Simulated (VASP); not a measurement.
# FeO (Fm-3m) in VASP: notebook, part 2 of 2

VASP 6.6.1.

## Step 3: Single point, revPBE, collinear spin, ferromagnetic start

File INCAR:

```
SYSTEM = FeO
ALGO = Normal ; EDIFF = 1E-6
ENCUT = 520 ; GGA = RE
ISIF = 2 ; ISMEAR = -1
ISPIN = 2 ; LASPH = .TRUE.
LCHARG = .TRUE. ; LELF = .TRUE.
LMAXMIX = 4 ; LORBIT = 11
LREAL = .FALSE. ; LVHAR = .TRUE.
LWAVE = .FALSE. ; MAGMOM = 3 0
NBANDS = 18 ; NELM = 150
PREC = Accurate ; SIGMA = 0.05
```

File KPOINTS:

```
k-points
0
G
  11 11 11
  0 0 0
```

File POSCAR:

```
FeO
1.0
    0.0000000000      2.1696745882      2.1696745882
    2.1696745882      0.0000000000      2.1696745882
    2.1696745882      2.1696745882      0.0000000000
Fe O
1 1
Direct
    0.0000000000      0.0000000000      0.0000000000
    0.5000000000      0.5000000000      0.5000000000
```

Potentials or basis: VASP PAW PBE potentials, release 64 (Fe, O).

The run is started by

```sh
cat potpaw_PBE.64/Fe/POTCAR potpaw_PBE.64/O/POTCAR > POTCAR
mpirun -np 1 vasp_std > vasp.out
```

OUTCAR:

```text
SYSTEM = FeO
   EDIFF = 1E-6
   ENCUT = 520
   GGA = RE
   ISIF = 2
   ISMEAR = -1
   ISPIN = 2
   LASPH = .TRUE.
   LORBIT = 11
   LREAL = .FALSE.
   NELM = 150
   PREC = Accurate

 ion  position               nearest neighbor table
   1  0.000  0.000  0.000-   2 2.17   2 2.17   2 2.17   2 2.17   2 2.17   2 2.17
   2  0.500  0.500  0.500-   1 2.17   1 2.17   1 2.17   1 2.17   1 2.17   1 2.17

  LATTYP: Found a face centered cubic cell.
 ALAT       =     4.3393491764

  Lattice vectors:

 A1 = (   0.0000000000,   2.1696745882,   2.1696745882)
 A2 = (   2.1696745882,   0.0000000000,   2.1696745882)
 A3 = (   2.1696745882,   2.1696745882,   0.0000000000)

Analysis of symmetry for initial positions (statically):
=====================================================================
 Subroutine PRICEL returns:
 Original cell was already a primitive cell.

 Routine SETGRP: Setting up the symmetry group for a
 face centered cubic supercell.

 Subroutine GETGRP returns: Found 48 space group operations
 (whereof 48 operations were pure point group operations)
 out of a pool of 48 trial point group operations.

The static configuration has the point symmetry O_h .

Analysis of symmetry for dynamics (positions and initial velocities):
=====================================================================
 Subroutine PRICEL returns:
 Original cell was already a primitive cell.

 Routine SETGRP: Setting up the symmetry group for a
 face centered cubic supercell.

 Subroutine GETGRP returns: Found 48 space group operations
 (whereof 48 operations were pure point group operations)
 out of a pool of 48 trial point group operations.

The dynamic configuration has the point symmetry O_h .

Analysis of structural, dynamic, and magnetic symmetry:
=====================================================================
 Subroutine PRICEL returns:
 Original cell was already a primitive cell.

 Routine SETGRP: Setting up the symmetry group for a
 face centered cubic supercell.

[... 138 lines left out ...]
 maximum number of plane-waves:       560
   NGX = 11   NGY = 11   NGZ = 11

 number of electron      14.0000001 magnetization       4.0005761

 Free energy of the ion-electron system (eV)
  ---------------------------------------------------
  ext. energy  EPLUGINS =         0.00000000
  ---------------------------------------------------
  free energy    TOTEN  =       -14.25124821 eV

  energy without entropy =      -14.23897290  energy(sigma->0) =      -14.24511055

 E-fermi :   6.1280     XC(G=0): -11.9377

 val. band max:        6.1246564803   @ k =  -0.2727   0.3636   0.0909
 cond. band min:       6.1304622560   @ k =  -0.3636   0.2727   0.0909
 fundamental gap:      0.0058057757
 Fermi energy:         6.1280226864

 spin component 1

 k-point     1 :       0.0000    0.0000    0.0000
  band No.  band energies     occupation
      1     -14.5181      1.00000
      2       2.2211      1.00000
      3       2.2211      1.00000
      4       2.2211      1.00000
      5       2.3767      1.00000
      6       2.3767      1.00000
[... 493 lines left out ...]
     17      32.3271      0.00000
     18      34.0928      0.00000

 [... further k-points ...]

 spin component 2

 k-point     1 :       0.0000    0.0000    0.0000
  band No.  band energies     occupation
      1     -13.9966      1.00000
      2       2.9272      1.00000
      3       2.9272      1.00000
      4       2.9272      1.00000
      5       5.4249      1.00000
      6       5.4252      1.00000
[... 493 lines left out ...]
     17      33.0988      0.00000
     18      34.8191      0.00000

 [... further k-points ...]
[... 5 lines left out ...]
  --------------------------------------------------------------------------------------
  -------------------------------------------------------------------------------------
  Total        0.0346773      0.0346773      0.0346773      0.0000000     -0.0000000      0.0000000
  in kB        2.7198316      2.7198316      2.7198316      0.0000000     -0.0000000      0.0000000
  external PRESSURE =       2.7198316 kB  Pullay stress =       0.0000000 kB

 VOLUME and BASIS-vectors are now :
 -----------------------------------------------------------------------------
  energy-cutoff  :      520.00
  volume of cell :       20.43
      direct lattice vectors                 reciprocal lattice vectors
     0.000000000  2.169674588  2.169674588    -0.230449305  0.230449305  0.230449305
     2.169674588  0.000000000  2.169674588     0.230449305 -0.230449305  0.230449305
     2.169674588  2.169674588  0.000000000     0.230449305  0.230449305 -0.230449305

 POSITION                                       TOTAL-FORCE (eV/Angst)
 -----------------------------------------------------------------------------------
      0.00000      0.00000      0.00000        -0.000000      0.000000     -0.000000
      2.16967      2.16967      2.16967         0.000000      0.000000      0.000000
 -----------------------------------------------------------------------------------
    total drift:                                0.000000     -0.000000      0.000000

  FREE ENERGIE OF THE ION-ELECTRON SYSTEM (eV)
  ---------------------------------------------------
  free  energy   TOTEN  =       -14.2512482121 eV

  energy  without entropy=      -14.2389728955  energy(sigma->0) =      -14.24511055

 total charge

# of ion       s       p       d       tot
------------------------------------------
    1        0.280   0.343   6.067   6.690
    2        1.560   3.434   0.000   4.994
--------------------------------------------------
tot          1.840   3.778   6.067  11.685

 magnetization (x)

# of ion       s       p       d       tot
------------------------------------------
    1        0.027   0.020   3.582   3.628
    2        0.029   0.267   0.000   0.296
--------------------------------------------------
tot          0.055   0.287   3.582   3.924
```

It took 58 s on 1 thread of Intel Xeon 8259CL, shared host; peak memory 0.17 GiB.

Results:

```
Free energy                                           : -14.2512 eV
Pressure                                              : 0.3 GPa
Band gap on the k mesh                                : zero (filled and empty bands overlap)
Net moment                                            : 4.00 μB per cell
Site moments                                          : Fe +3.63; O +0.30 μB
Valence electrons inside the program's atomic spheres : Fe 6.69; O 4.99
```

Caveat: the PAW data sets were made with another functional, which shifts forces and pressure a little; a cell with one magnetic atom can't hold antiferromagnetic order, which such compounds often take; semilocal functionals often make such compounds metallic where correlation or magnetic order opens a gap, which also shifts bond lengths.

## Step 4: Single point, HSE06, collinear spin, ferromagnetic start

This run uses another cell than the first one, of 9.61 Å³/atom.

File POSCAR:

```
FeO
1.0
    0.0000000000      2.1262694020      2.1262694020
    2.1262694020      0.0000000000      2.1262694020
    2.1262694020      2.1262694020      0.0000000000
Fe O
1 1
Direct
    0.0000000000      0.0000000000      0.0000000000
    0.5000000000      0.5000000000      0.5000000000
```

File INCAR.step1:

```
ALGO = Normal ; EDIFF = 1E-5
ENCUT = 520 ; GGA = PE
ISIF = 2 ; ISMEAR = -1
ISPIN = 2 ; LASPH = True
LCHARG = False ; LMAXMIX = 4
LORBIT = 11 ; LREAL = False
LWAVE = True ; MAGMOM = 3 0
NBANDS = 18 ; NELM = 150
PREC = Accurate ; SIGMA = 0.05
```

File INCAR.step2:

```
ALGO = Normal ; EDIFF = 1E-6
ENCUT = 520 ; GGA = PE
HFSCREEN = 0.2079 ; ISIF = 2
ISMEAR = -1 ; ISPIN = 2
ISTART = 1 ; LASPH = True
LCHARG = False ; LHFCALC = True
LMAXMIX = 4 ; LORBIT = 11
LREAL = False ; LWAVE = False
MAGMOM = 3 0 ; NBANDS = 18
NELM = 150 ; PREC = Accurate
PRECFOCK = Normal ; SIGMA = 0.05
```

File KPOINTS:

```
k-points
0
Gamma
  6 6 6
```

The run is started by

```sh
cat potpaw_PBE.64/Fe/POTCAR potpaw_PBE.64/O/POTCAR > POTCAR
cp INCAR.step1 INCAR
mpirun -np 1 vasp_std > vasp.out
cp INCAR.step2 INCAR
mpirun -np 1 vasp_std > vasp.out
```

It took 44 min on 1 thread of AMD EPYC 7R43 (Zen 3), shared host; peak memory 0.23 GiB.

The run converged, but its numbers aren't listed here, since they failed a check.

Caveat: the k points lie up to 0.43 Å⁻¹ apart, too coarse for converged energies and pressures of a metal; the PAW data sets were made with another functional, which shifts forces and pressure a little; a cell with one magnetic atom can't hold antiferromagnetic order, which such compounds often take.

## Step 5: Single point, r2SCANh, collinear spin, ferromagnetic start

This run uses another cell than the first one, of 10.41 Å³/atom.

File POSCAR:

```
FeO
1.0
    0.0000000000      2.1837637790      2.1837637790
    2.1837637790      0.0000000000      2.1837637790
    2.1837637790      2.1837637790      0.0000000000
Fe O
1 1
Direct
    0.0000000000      0.0000000000      0.0000000000
    0.5000000000      0.5000000000      0.5000000000
```

File INCAR.step1:

```
PREC = Accurate ; ENCUT = 520
EDIFF = 1E-5 ; ISMEAR = -1
SIGMA = 0.05 ; LREAL = F
LASPH = T ; NELM = 150
ALGO = Normal ; ISIF = 2
LWAVE = T ; ISPIN = 2
MAGMOM = 3 0 ; LORBIT = 11
LMAXMIX = 4 ; NBANDS = 18
GGA = PE
```

File INCAR.step2:

```
PREC = Accurate ; ENCUT = 520
EDIFF = 1E-7 ; ISMEAR = -1
SIGMA = 0.05 ; LREAL = F
LASPH = T ; NELM = 150
ALGO = Normal ; ISIF = 2
LWAVE = F ; LCHARG = T
ISPIN = 2 ; MAGMOM = 3 0
LORBIT = 11 ; LMAXMIX = 4
METAGGA = R2SCAN ; LHFCALC = T
AEXX = 0.1 ; LMIXTAU = T
PRECFOCK = Normal ; LELF = T
LVHAR = T ; NBANDS = 18
ISTART = 1
```

File KPOINTS:

```
regular mesh
0
Gamma
  6 6 6
```

The run is started by

```sh
cat potpaw_PBE.64/Fe/POTCAR potpaw_PBE.64/O/POTCAR > POTCAR
cp INCAR.step1 INCAR
mpirun -np 1 vasp_std > vasp.out
cp INCAR.step2 INCAR
mpirun -np 1 vasp_std > vasp.out
```

Wall time 1.9 h (1 thread of Intel Xeon Platinum 8259CL at 2.50GHz (Skylake/Cascade Lake), shared host); peak memory 0.18 GiB.

It converged, with:

* Free energy: -25.0990 eV
* Pressure: -14.3 GPa
* Band gap on the k mesh: zero (filled and empty bands overlap)
* Net moment: 4.01 μB per cell
* Site moments: Fe +3.73; O +0.25 μB
* Valence electrons inside the program's atomic spheres: Fe 6.62; O 5.03

Levels at points of the mesh, in eV from the Fermi level:
Spin up:
```csv
k point,band 5,band 6,band 7,band 8,band 9,band 10,band 11,band 12,band 13,band 14
"(0.00, 0.00, 0.00)",-6.27,-6.27,-5.13,-5.13,-5.13,-0.42,15.63,16.92,16.92,16.92
"(0.50, 0.00, 0.00)",-5.61,-5.61,-4.84,-2.41,-2.41,4.07,8.51,12.64,12.64,19.32
"(0.50, 0.50, 0.00)",-6.30,-5.97,-5.52,-5.37,-5.37,5.16,8.94,10.45,14.94,14.94
```
Spin down:
| k point | band 1 | band 2 | band 3 | band 4 | band 5 | band 6 | band 7 | band 8 | band 9 | band 10 |
| --- | --- | --- | --- | --- | --- | --- | --- | --- | --- | --- |
| (0.00, 0.00, 0.00) | -22.71 | -4.41 | -4.41 | -4.41 | -1.02 | -1.02 | -1.01 | 0.85 | 1.14 | 1.14 |
| (0.50, 0.00, 0.00) | -21.59 | -9.23 | -6.16 | -6.16 | 0.62 | 0.62 | 0.79 | 3.67 | 3.67 | 4.63 |
| (0.50, 0.50, 0.00) | -21.56 | -8.16 | -5.65 | -5.65 | -2.50 | 1.06 | 1.06 | 1.74 | 2.09 | 6.83 |

Caveat: the k points lie up to 0.42 Å⁻¹ apart, too coarse for converged energies and pressures of a metal; the PAW data sets were made with another functional, which shifts forces and pressure a little; a cell with one magnetic atom can't hold antiferromagnetic order, which such compounds often take.

## Step 6: Single point, PBEsol, collinear spin, ferromagnetic start

This run uses another cell than the first one, of 9.57 Å³/atom.

File INCAR:

```
SYSTEM = FeO
  PREC = Accurate
  ENCUT = 520
  EDIFF = 1E-6
  ISMEAR = -1
  SIGMA = 0.05
  LREAL = .FALSE.
  LASPH = .TRUE.
  NELM = 150
  ALGO = Normal
  ISIF = 2
  LWAVE = .FALSE.
  LCHARG = .FALSE.
  ISPIN = 2
  MAGMOM = 3 0
  LORBIT = 11
  LMAXMIX = 4
  GGA = PS
  NBANDS = 18
```

File KPOINTS:

```
Automatic mesh
0
G
  11 11 11
  0 0 0
```

File POSCAR:

```
FeO
1.0
    0.0000000000      2.1228367286      2.1228367286
    2.1228367286      0.0000000000      2.1228367286
    2.1228367286      2.1228367286      0.0000000000
Fe O
1 1
Direct
    0.0000000000      0.0000000000      0.0000000000
    0.5000000000      0.5000000000      0.5000000000
```

Potentials or basis: VASP PAW PBE potentials, release 64 (Fe, O).

The run is started by

```sh
cat potpaw_PBE.64/Fe/POTCAR potpaw_PBE.64/O/POTCAR > POTCAR
mpirun -np 1 vasp_std > vasp.out
```

Wall time 32 s (1 thread of Intel Xeon 8259CL, shared host); peak memory 0.17 GiB.

The run converged. Its results:

* Free energy: -15.8657 eV
* Pressure: 0.5 GPa
* Band gap on the k mesh: zero (filled and empty bands overlap)
* Net moment: 4.00 μB per cell
* Site moments: Fe +3.60; O +0.31 μB
* Valence electrons inside the program's atomic spheres: Fe 6.82; O 4.99

Levels at points of the mesh, in eV from the Fermi level:
Spin up:
| k point | band 5 | band 6 | band 7 | band 8 | band 9 | band 10 | band 11 | band 12 | band 13 | band 14 |
| --- | --- | --- | --- | --- | --- | --- | --- | --- | --- | --- |
| (0.00, 0.00, 0.00) | -3.93 | -3.93 | -3.93 | -3.67 | -3.67 | 0.26 | 15.40 | 17.26 | 17.26 | 17.26 |
Spin down:
```tsv
k point	band 3	band 4	band 5	band 6	band 7	band 8
(0.00, 0.00, 0.00)	-3.38	-3.38	-0.81	-0.81	-0.81	0.10
```

Caveat: the PAW data sets were made with another functional, which shifts forces and pressure a little; a cell with one magnetic atom can't hold antiferromagnetic order, which such compounds often take; semilocal functionals often make such compounds metallic where correlation or magnetic order opens a gap, which also shifts bond lengths.

## Step 7: Overview

```csv
level,cell,k mesh,grid for exact exchange (PRECFOCK),share of exact exchange,gap on the mesh (eV),pressure (GPa),moment (μB)
PBEsol+D4,"a = 3.068 Å, angles 60.0°, 2 atoms",11 × 11 × 11,-,-,none,-14.0,4.00
revPBE,"a = 3.068 Å, angles 60.0°, 2 atoms",11 × 11 × 11,-,-,none,0.3,4.00
r2SCANh,"a = 3.088 Å, angles 60.0°, 2 atoms",6 × 6 × 6,Normal,0.1,none,-14.3,4.01
PBEsol,"a = 3.002 Å, angles 60.0°, 2 atoms",11 × 11 × 11,-,-,none,0.5,4.00
```

Alike in all rows: task single point; potentials or basis VASP PAW PBE potentials, release 64 (Fe, O); spin collinear, ferromagnetic start; cutoff (eV) 520; smearing fermi-dirac 0.05 eV.

Caveats: some runs use coarse meshes; the PAW data sets were made with another functional, which shifts forces and pressure a little; a cell with one magnetic atom can't hold antiferromagnetic order, which such compounds often take; semilocal functionals often make such compounds metallic where correlation or magnetic order opens a gap, which also shifts bond lengths (at least some runs); the cell stands under tension (at least some runs).

Absolute energies hang on the potentials; compare differences alone.

## Step 8: Against experiment

Step 3. Measured gap of FeO: 2.4 eV (optical; quoted in “W\"ustite: Electric, thermodynamic and optical properties of FeO”, 2012, arxiv:1203.1201). This calculation gives 0.00 eV (-2.40 eV). So large a miss can be the level of theory's own, or it may mean another phase, state or a wrong row. The value is that of revPBE on a finite k mesh, which can miss the band edges, without temperature or zero-point motion. Semilocal functionals fall short of measured gaps as a rule. The run's magnetic order (collinear spin, ferromagnetic start) needn't be the measured crystal's.

Step 6. Measured gap of FeO: 2.4 eV (optical; quoted in “W\"ustite: Electric, thermodynamic and optical properties of FeO”, 2012, arxiv:1203.1201). This calculation gives 0.00 eV (-2.40 eV). So large a miss can be the level of theory's own, or it may mean another phase, state or a wrong row. The value is that of PBEsol on a finite k mesh, which can miss the band edges, without temperature or zero-point motion. Semilocal functionals fall short of measured gaps as a rule. The run's magnetic order (collinear spin, ferromagnetic start) needn't be the measured crystal's.
